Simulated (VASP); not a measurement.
A run of VASP 6.6.1:

POSCAR

```
Zn
1.0
    2.6187264646      0.0000000000      0.0000000000
   -1.3093632323      2.2678836439      0.0000000000
    0.0000000000      0.0000000000      4.8388970683
Zn
2
Direct
    0.3333333333      0.6666666667      0.2500000000
    0.6666666667      0.3333333333      0.7500000000
```

File INCAR.step1:

```
PREC     = Accurate       # precision mode
ENCUT    = 520            # plane-wave cutoff, eV
ISMEAR   = 0              # smearing method
SIGMA    = 0.03           # smearing width, eV
LREAL    = F              # projectors in reciprocal space
LASPH    = T              # aspherical terms in the spheres
NELM     = 60             # most SCF steps
NBANDS   = 19             # bands
GGA      = PE             # functional
ALGO     = Normal         # electronic algorithm
EDIFF    = 1E-4           # SCF threshold, eV
LWAVE    = T              # write WAVECAR
LCHARG   = F              # write CHGCAR
```

INCAR.step2

```
PREC     = Accurate       # precision mode
ENCUT    = 520            # plane-wave cutoff, eV
EDIFF    = 1E-6           # SCF threshold, eV
ISMEAR   = 0              # smearing method
SIGMA    = 0.03           # smearing width, eV
LREAL    = F              # projectors in reciprocal space
LASPH    = T              # aspherical terms in the spheres
NELM     = 60             # most SCF steps
ALGO     = Normal         # electronic algorithm
ISIF     = 2              # what is computed and relaxed
LWAVE    = F              # write WAVECAR
LCHARG   = F              # write CHGCAR
METAGGA  = R2SCAN         # meta-GGA
LMIXTAU  = T            
NBANDS   = 19             # bands
ISTART   = 1
```

File KPOINTS:

```
Automatic mesh
0
Gamma
  14 14 7
```

Potentials or basis: VASP PAW PBE potentials, release 64 (Zn).

Launch:

```console
$ cat potpaw_PBE.64/Zn/POTCAR > POTCAR
$ cp INCAR.step1 INCAR
$ mpirun -np 1 vasp_std > vasp.out
$ cp INCAR.step2 INCAR
$ mpirun -np 1 vasp_std > vasp.out
```

Hardware: 1 thread of Intel(R) Xeon(R) 6975P-C (Granite Rapids), on a shared host.

Question: Estimate the wall time of this run.

Answer: Wall time 2.3 min on 1 thread of Intel(R) Xeon(R) 6975P-C (Granite Rapids) (shared host), peak memory 0.16 GiB. Counts: k points 96.
